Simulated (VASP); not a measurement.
# Au: single point with PBEsol

The system is Au.

```
Au
1.0
     2.90000    0.00000    0.00000
    -1.45000    2.51147    0.00000
     0.00000    0.00000    4.88000
Au
2
Direct
  0.37315 0.74630 0.75000
  0.66667 0.33333 0.25000
```

This cell differs from its parent crystal: atom 1 (Au) moved by (+0.200, +0.000) A along y and z.

```
Program                : VASP 6.6.1
Task                   : single point
Functional             : PBEsol
Potentials or basis    : VASP PAW PBE potentials, release 64 (Au)
Cutoff                 : 520 eV
k mesh                 : 18 × 18 × 10
Occupations            : gaussian, width 0.15 eV
Spin                   : no spin polarisation
Dipole correction      : no
Further INCAR settings : ALGO = Fast; EDIFF = 1e-06; NBANDS = 18
```

- Pressure: -6.2 GPa
- Largest force: 0.126 eV/Å
- Band gap on the k mesh: zero (band 11 reaches 12.49 eV, above the bottom of band 12 at 6.09 eV)

Forces on the atoms (eV/Å):
```
Au   0.000 -0.126  0.000
Au   0.000  0.126  0.000
```

Stress tensor (GPa, compression positive):
```
-6.90  0.00  0.00
 0.00 -6.25  0.00
 0.00  0.00 -5.57
```

Levels at points of the mesh, in eV from the Fermi level:
```csv
k point,band 9,band 10,band 11,band 12,band 13,band 14
"(0.00, 0.00, 0.00)",-3.05,-2.39,-1.87,-0.98,2.51,14.57
"(0.50, 0.00, 0.00)",-1.75,-1.66,0.21,1.65,5.41,6.65
"(0.00, 0.50, 0.00)",-1.84,-1.57,0.74,1.23,6.08,6.58
"(0.00, 0.00, 0.50)",-2.60,-2.60,-2.45,-2.45,10.31,10.31
"(0.50, 0.00, 0.50)",-1.69,-1.69,0.74,0.74,3.64,3.64
"(0.00, 0.50, 0.50)",-1.70,-1.70,0.20,0.20,3.97,3.97
```

It took 92 s on 1 thread of Intel(R) Xeon(R) 6975P-C (Granite Rapids) (shared host), peak memory 0.38 GiB.

Caveat: the cell differs from its parent crystal (atom 1 (Au) moved by (+0.200, +0.000) A along y and z); the PAW data sets were made with another functional, which shifts forces and pressure a little; spin-orbit coupling is left out, which moves the levels of the heavy elements.
